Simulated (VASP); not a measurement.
Here is a VASP 6.6.1 calculation.

The input INCAR:

```
SYSTEM = Ta
PREC = Accurate ; ENCUT = 600
EDIFF = 1E-6 ; ISMEAR = 0
SIGMA = 0.1 ; LREAL = .FALSE.
LASPH = .TRUE. ; NELM = 60
ALGO = Normal ; ISIF = 3
LWAVE = .FALSE. ; LCHARG = .FALSE.
GGA = CA ; IBRION = 2
NSW = 100 ; EDIFFG = -0.002
```

Contents of KPOINTS:

```
Automatic mesh
0
G
  26 26 26
  0 0 0
```

POSCAR

```
Ta
1.0
   -1.6234893961      1.6234893961      1.6234893961
    1.6234893961     -1.6234893961      1.6234893961
    1.6234893961      1.6234893961     -1.6234893961
Ta
1
Direct
    0.0000000000      0.0000000000      0.0000000000
```

Potentials or basis: VASP PAW LDA potentials, release 64 (Ta_pv).

The run is started by

```console
$ cat potpaw_LDA.64/Ta_pv/POTCAR > POTCAR
$ mpirun -np 1 vasp_std > vasp.out
```

(1) Estimate the relaxed cell.

(2) Estimate the relaxed volume.

## Answers

(1) a = 2.821 Å, b = 2.821 Å, c = 2.821 Å, α = 109.47°, β = 109.47°, γ = 109.47°.

(2) 17.29 Å³/atom.
